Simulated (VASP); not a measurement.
# Te (P3_121) in VASP: further runs, part 2 of 2

VASP 6.6.1.

### 5 Single point, LDA

File INCAR:

```
SYSTEM = Te
PREC = Accurate ; ENCUT = 520
EDIFF = 1E-6 ; ISMEAR = -1
SIGMA = 0.05 ; LREAL = .FALSE.
LASPH = .TRUE. ; NELM = 80
ALGO = Normal ; ISIF = 2
LWAVE = .FALSE. ; LCHARG = .TRUE.
LELF = .TRUE. ; LVHAR = .TRUE.
NBANDS = 16
```

File KPOINTS:

```
regular mesh
0
G
  4 4 3
  0 0 0
```

File POSCAR:

```
Te
1.0
    4.2966332825      0.0000000000      0.0000000000
   -2.1483166412      3.7209935734      0.0000000000
    0.0000000000      0.0000000000      5.9041060663
Te
3
Direct
    0.2855404168      1.0000000000      0.3333333333
    1.0000000000      0.2855404168      0.6666666667
    0.7144595832      0.7144595832      1.0000000000
```

Potentials or basis: VASP PAW LDA potentials, release 64 (Te).

On the command line:

```
$ cat potpaw_LDA.64/Te/POTCAR > POTCAR
$ mpirun -np 1 vasp_std > vasp.out
```

OUTCAR:

```text
SYSTEM = Te
   PREC = Accurate
   ENCUT = 520
   EDIFF = 1E-6
   ISMEAR = -1
   LREAL = .FALSE.
   LASPH = .TRUE.
   NELM = 80
   ISIF = 2

 ion  position               nearest neighbor table
   1  0.286  0.000  0.333-   3 2.90   2 2.90   3 3.32   3 3.32   2 3.32   2 3.32
   2  0.000  0.286  0.667-   3 2.90   1 2.90   3 3.32   3 3.32   1 3.32   1 3.32
   3  0.714  0.714  0.000-   2 2.90   1 2.90   2 3.32   1 3.32   1 3.32   2 3.32

  LATTYP: Found a hexagonal cell.
 ALAT       =     4.2966332825
 C/A-ratio  =     1.3741238030

  Lattice vectors:

 A1 = (   4.2966332825,   0.0000000000,   0.0000000000)
 A2 = (  -2.1483166412,   3.7209935734,   0.0000000000)
 A3 = (   0.0000000000,   0.0000000000,   5.9041060663)

Analysis of symmetry for initial positions (statically):
=====================================================================
 Subroutine PRICEL returns:
 Original cell was already a primitive cell.

 Routine SETGRP: Setting up the symmetry group for a
 hexagonal supercell.

 Subroutine GETGRP returns: Found  6 space group operations
 (whereof  2 operations were pure point group operations)
 out of a pool of 24 trial point group operations.

The static configuration has the point symmetry C_2 .
 The point group associated with its full space group is D_3 .

Analysis of symmetry for dynamics (positions and initial velocities):
=====================================================================
 Subroutine PRICEL returns:
 Original cell was already a primitive cell.

 Routine SETGRP: Setting up the symmetry group for a
 hexagonal supercell.

 Subroutine GETGRP returns: Found  6 space group operations
 (whereof  2 operations were pure point group operations)
 out of a pool of 24 trial point group operations.

The dynamic configuration has the point symmetry C_2 .
 The point group associated with its full space group is D_3 .

 Subroutine INISYM returns: Found  6 space group operations
 (whereof  2 operations are pure point group operations),
 and found     1 'primitive' translations

----------------------------------------------------------------------------------------

                                     Primitive cell

  volume of cell :      94.3933

  direct lattice vectors                    reciprocal lattice vectors
     4.296633283  0.000000000  0.000000000     0.232740365  0.134372713  0.000000000
    -2.148316641  3.720993573  0.000000000     0.000000000  0.268745425  0.000000000
     0.000000000  0.000000000  5.904106066     0.000000000  0.000000000  0.169373651

  length of vectors
     4.296633283  4.296633282  5.904106066     0.268745425  0.268745425  0.169373651

  position of ions in fractional coordinates (direct lattice)
     0.285540417  0.000000000  0.333333333
     0.000000000  0.285540417  0.666666667
     0.714459583  0.714459583  0.000000000

  ion indices of the primitive-cell ions
   primitive index   ion index
                 1           1
                 2           2
                 3           3

----------------------------------------------------------------------------------------

 KPOINTS: regular mesh

Automatic generation of k-mesh.
 Grid dimensions read from file:
 generate k-points for:    4    4    3

 Generating k-lattice:

  Cartesian coordinates                     Fractional coordinates (reciprocal lattice)
     0.058185091  0.033593178  0.000000000     0.250000000  0.000000000  0.000000000
     0.000000000  0.067186356  0.000000000     0.000000000  0.250000000  0.000000000
     0.000000000  0.000000000  0.056457884     0.000000000  0.000000000  0.333333333

  Length of vectors
     0.067186356  0.067186356  0.056457884

  Shift w.r.t. Gamma in fractional coordinates (k-lattice)
     0.000000000  0.000000000  0.000000000

 Subroutine IBZKPT returns following result:
 ===========================================

 Found      9 irreducible k-points:

 Following reciprocal coordinates:
            Coordinates               Weight
  0.000000  0.000000  0.000000      1.000000
  0.250000  0.000000  0.000000      6.000000
  0.500000  0.000000  0.000000      3.000000
  0.250000  0.250000  0.000000      6.000000
  0.000000  0.000000  0.333333      2.000000
  0.250000  0.000000  0.333333      6.000000
  0.000000  0.250000  0.333333      6.000000
  0.500000  0.000000  0.333333      6.000000
  0.250000  0.250000  0.333333     12.000000
   k-points           NKPTS =      9   k-points in BZ     NKDIM =      9   number of bands    NBANDS=     16
   number of dos      NEDOS =    301   number of ions     NIONS =      3
   total plane-waves  NPLWV =  49152
   dimension x,y,z NGX =    32 NGY =   32 NGZ =   48
   dimension x,y,z NGXF=    64 NGYF=   64 NGZF=   96
   ions per type =               3
   NGX,Y,Z   is equivalent  to a cutoff of  12.38, 12.38, 13.52 a.u.
   NGXF,Y,Z  is equivalent  to a cutoff of  24.76, 24.76, 27.03 a.u.
 SYSTEM =  Te
   PREC   = accura    normal or accurate (medium, high low for compatibility)
   ISTART =      0    job   : 0-new  1-cont  2-samecut
   ICHARG =      2    charge: 1-file 2-atom 10-const
   ISPIN  =      1    spin polarized calculation?
   LNONCOLLINEAR =      F non collinear calculations
   LSORBIT =      F    spin-orbit coupling
   LASPH  =      T    aspherical Exc in radial PAW
   ENCUT  =  520.0 eV  38.22 Ry    6.18 a.u.   7.99  7.99 10.98*2*pi/ulx,y,z
   NELM   =     80;   NELMIN=  2; NELMDL= -5     # of ELM steps
   EDIFF  = 0.1E-05   stopping-criterion for ELM
   LREAL  =      F    real-space projection
   EDIFFG = 0.1E-04   stopping-criterion for IOM
   NSW    =      0    number of steps for IOM
   IBRION =     -1    ionic relax: 0-MD 1-quasi-New 2-CG
   NFREE  =      0    steps in history (QN), initial steepest desc. (CG)
   ISIF   =      2    stress and relaxation
   ISYM   =      2    0-nonsym 1-usesym 2-fastsym
   POTIM  = 0.5000    time-step for ionic-motion
   TEBEG  =    0.0;   TEEND  =   0.0 temperature during run
   PSTRESS=    0.0 pullay stress
   NELECT =      18.0000    total number of electrons
   NUPDOWN=      -1.0000    fix difference up-down
   EMIN   =  10.00;   EMAX   =-10.00  energy-range for DOS
   EFERMI =   0.00;   METHOD = LEGACY
   ISMEAR =    -1;   SIGMA  =   0.05  broadening in eV -4-tet -1-fermi 0-gaus
   EFERMI_NEDOS =   21; number of points for ismear=-14 and -15
   IALGO  =     38    algorithm
   IMIX   =      4    mixing-type and parameters
     AMIX     =   0.40;   BMIX     =  1.00
     AMIX_MAG =   1.60;   BMIX_MAG =  1.00
  volume/ion in A,a.u.               =      31.46       212.33
  Fermi-wavevector in a.u.,A,eV,Ry     =   0.942291  1.780672 12.080790  0.887913
  Thomas-Fermi vector in A             =   2.069886
   LORBIT       =      0    0 simple, 1 ext, 2 COOP (PROOUT), +10 PAW based schemes
   GGA     = CA    functional components
   LHFCALC =     F    Hartree Fock is set to
   AEXX    =    0.0000 exact exchange contribution
   IVDW    =     0    specifies the selected vdW correction
   LEPSILON=     F    determine dielectric tensor
   LRPA    =     F    only Hartree local field effects (RPA)
 non-spin polarized calculation
  energy-cutoff  :      520.00
  volume of cell :       94.39
 maximum number of plane-waves:      2550
 NGX is ok and might be reduce to    32
   NGX = 15   NGY = 15   NGZ = 21

 number of electron      17.9999999 magnetization

 Free energy of the ion-electron system (eV)
  ---------------------------------------------------
  ext. energy  EPLUGINS =         0.00000000
  ---------------------------------------------------
  free energy    TOTEN  =       -11.35962783 eV

  energy without entropy =      -11.35911507  energy(sigma->0) =      -11.35937145

 E-fermi :   6.8803     XC(G=0):  -9.6438

 val. band max:        6.5516258553   @ k =   0.2500   0.2500   0.3333
 cond. band min:       7.1402606934   @ k =   0.0000   0.0000   0.3333
 fundamental gap:      0.5886348381
 Fermi energy:         6.8802551810

 k-point     1 :       0.0000    0.0000    0.0000
  band No.  band energies     occupation
      1      -7.2585      2.00000
      2      -3.7874      2.00000
      3      -3.7874      2.00000
      4       3.7918      2.00000
      5       4.1800      2.00000
      6       4.1800      2.00000
[... 148 lines left out ...]
      3      -3.5340      2.00000
      4       1.1988      2.00000
      5       1.8105      2.00000
      6       2.3185      2.00000
[... 8 lines left out ...]
     15      13.3464      0.00000
     16      14.3339      0.00000

------------------------ aborting loop because EDIFF is reached ----------------------------------------

  FORCE on cell =-STRESS in cart. coord.  units (eV):
  Direction    XX          YY          ZZ          XY          YZ          ZX
  --------------------------------------------------------------------------------------
  -------------------------------------------------------------------------------------
  Total        0.1568663      0.1568663      0.0729517      0.0000000      0.0000000     -0.0000000
  in kB        2.6625574      2.6625574      1.2382398      0.0000000      0.0000000     -0.0000000
  external PRESSURE =       2.1877849 kB  Pullay stress =       0.0000000 kB

 VOLUME and BASIS-vectors are now :
 -----------------------------------------------------------------------------
  energy-cutoff  :      520.00
  volume of cell :       94.39
      direct lattice vectors                 reciprocal lattice vectors
     4.296633283  0.000000000  0.000000000     0.232740365  0.134372713  0.000000000
    -2.148316641  3.720993573  0.000000000     0.000000000  0.268745425  0.000000000
     0.000000000  0.000000000  5.904106066     0.000000000  0.000000000  0.169373651

 POSITION                                       TOTAL-FORCE (eV/Angst)
 -----------------------------------------------------------------------------------
      1.22686      0.00000      1.96804         0.001765      0.000000     -0.000000
     -0.61343      1.06249      3.93607        -0.000882      0.001528     -0.000000
      1.53489      2.65850      0.00000        -0.000882     -0.001528      0.000000
 -----------------------------------------------------------------------------------
    total drift:                               -0.000000     -0.000000      0.000000

  FREE ENERGIE OF THE ION-ELECTRON SYSTEM (eV)
  ---------------------------------------------------
  free  energy   TOTEN  =       -11.3596278297 eV

  energy  without entropy=      -11.3591150692  energy(sigma->0) =      -11.35937145
```

stdout:

```text
POSCAR found type information on POSCAR Te
 POSCAR found :  1 types and       3 ions
 scaLAPACK will be used
 LDA part: xc-table for (Slater(with rela. corr.)+CA(PZ))
 , standard interpolation
 POSCAR, INCAR and KPOINTS ok, starting setup
 FFT: planning ... GRIDC
 FFT: planning ... GRID_SOFT
 FFT: planning ... GRID
 WAVECAR not read
 entering main loop
```

It took 6.5 s on 1 thread of Intel Xeon 6975P-C (Granite Rapids), shared host; peak memory 0.17 GiB.

Results:

| Quantity | Value |
| --- | --- |
| Free energy | -11.3596 eV |
| Pressure | 0.2 GPa |
| Band gap on the k mesh | 0.59 eV (least direct gap 0.75 eV) |

Caveat: the k points lie up to 0.42 Å⁻¹ apart; spin-orbit coupling is left out, which moves the levels of the heavy elements; an odd mesh through Γ misses points on the zone boundary, where band edges can lie.

### 6 Single point, LDA

File INCAR:

```
PREC = Accurate ; ENCUT = 520
EDIFF = 1E-7 ; ISMEAR = -1
SIGMA = 0.05 ; LREAL = False
LASPH = True ; NELM = 80
ALGO = Normal ; ISIF = 2
LWAVE = False ; LCHARG = True
GGA = CA ; LELF = True
LVHAR = True ; NBANDS = 16
```

File KPOINTS:

```
regular mesh
0
Gamma
  5 5 4
```

POSCAR is that of step 5.

Potentials or basis: VASP PAW LDA potentials, release 64 (Te).

On the command line:

```
$ cat potpaw_LDA.64/Te/POTCAR > POTCAR
$ mpirun -np 1 vasp_std > vasp.out
```

It took 12 s on 1 thread of Intel Xeon 6975P-C (Granite Rapids), shared host; peak memory 0.18 GiB.

Results (log left out):

```
Free energy            : -11.3956 eV
Pressure               : 0.1 GPa
Largest force          : 0.024 eV/Å
Band gap on the k mesh : 0.34 eV (least direct gap 0.58 eV)
```

Forces on the atoms (eV/Å):
```
Te  -0.024  0.000  0.000
Te   0.012 -0.021  0.000
Te   0.012  0.021  0.000
```

Stress tensor (GPa, compression positive):
```
-0.03  0.00  0.00
 0.00 -0.03  0.00
 0.00  0.00  0.28
```

Levels at points of the mesh, in eV from the valence-band top:
```
           k point  band 6  band 7  band 8  band 9  band 10  band 11  band 12  band 13
(0.00, 0.00, 0.00)   -2.49   -1.69   -1.69   -1.06     1.14     1.14     1.79     4.93
(0.00, 0.00, 0.50)   -2.59   -1.16   -0.74   -0.74     0.34     0.40     0.40     3.75
```

Caveat: spin-orbit coupling is left out, which moves the levels of the heavy elements; an odd mesh through Γ misses points on the zone boundary, where band edges can lie.

### 7 The runs side by side

| k mesh | gap on the mesh (eV) | pressure (GPa) | largest force (eV/Å) |
| --- | --- | --- | --- |
| 2 × 2 × 1 | 1.21 | 1.2 | 1.91 |
| 2 × 2 × 2 | 0.47 | 2.5 | 1.23 |
| 3 × 3 × 2 | - | 0.8 | 0.47 |
| 4 × 4 × 3 | 0.59 | 0.2 | - |
| 5 × 5 × 4 | 0.34 | 0.1 | 0.02 |

Alike in all rows: task single point; level LDA; potentials or basis VASP PAW LDA potentials, release 64 (Te); no spin polarisation; cell as given; cutoff (eV) 520; smearing fermi-dirac 0.05 eV.

Caveats: some runs use coarse meshes; spin-orbit coupling is left out, which moves the levels of the heavy elements; an odd mesh through Γ misses points on the zone boundary, where band edges can lie (at least some runs); forces of over 1 eV/Å act on the atoms, so gaps and moduli don't describe the material at rest (at least some runs).

Total energies depend on the potentials used, so only differences within one code and one set of settings carry meaning.
